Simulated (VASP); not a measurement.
Input of a VASP 6.6.1 run:

Contents of INCAR:

```
SYSTEM = MoPbO3
ALGO = Normal
EDIFF = 1E-6
ENCUT = 520
GGA = CA
GGA_COMPAT = .False.
ISIF = 2
ISMEAR = -1
LASPH = .True.
LCHARG = .False.
LREAL = .False.
LWAVE = .False.
NBANDS = 57
NELM = 120
PREC = Accurate
SIGMA = 0.05
```

The input KPOINTS:

```
k-points
0
Gamma
  1 2 2
  0 0 0
```

The input POSCAR:

```
MoPbO3
1.0
    8.2150920000      0.0000000000      0.0000000000
    0.0000000000      4.1075460000      0.0000000000
    0.0000000000      0.0000000000      4.1075460000
Mo Pb O
2 2 6
Direct
    0.2485062857      0.4986685481      0.5026439144
    0.7490908197      0.4999130868      0.4961962690
   -0.0002876413     -0.0012876301     -0.0032751916
    0.4988544255      0.0050134557      0.0031773229
    0.2556211178      0.4886238645      0.0132324751
    0.2502737644     -0.0137425120      0.5046297716
    0.0053755941      0.4977202933      0.4789616477
    0.7526377063      0.4874063492     -0.0115789330
    0.7599940451     -0.0082647888      0.4984891222
    0.5006593961      0.4916767822      0.5270852718
```

Potentials or basis: VASP PAW LDA potentials, release 64 (Mo_sv, Pb_d, O).

Command:

```sh
$ cat potpaw_LDA.64/Mo_sv/POTCAR potpaw_LDA.64/Pb_d/POTCAR potpaw_LDA.64/O/POTCAR > POTCAR
$ mpirun -np 1 vasp_std > vasp.out
```

(1) Predict the band gap on the k mesh.

(2) What does it give for the pressure?

(3) Estimate the largest force.

Answers

(1) zero (bands 46 and 47 overlap by 2.15 eV).

(2) -21.2 GPa.

(3) 0.696 eV/Å.

Caveat: the k points lie up to 0.76 Å⁻¹ apart, too coarse for converged energies and pressures of a metal; spin-orbit coupling is left out, which moves the levels of the heavy elements.
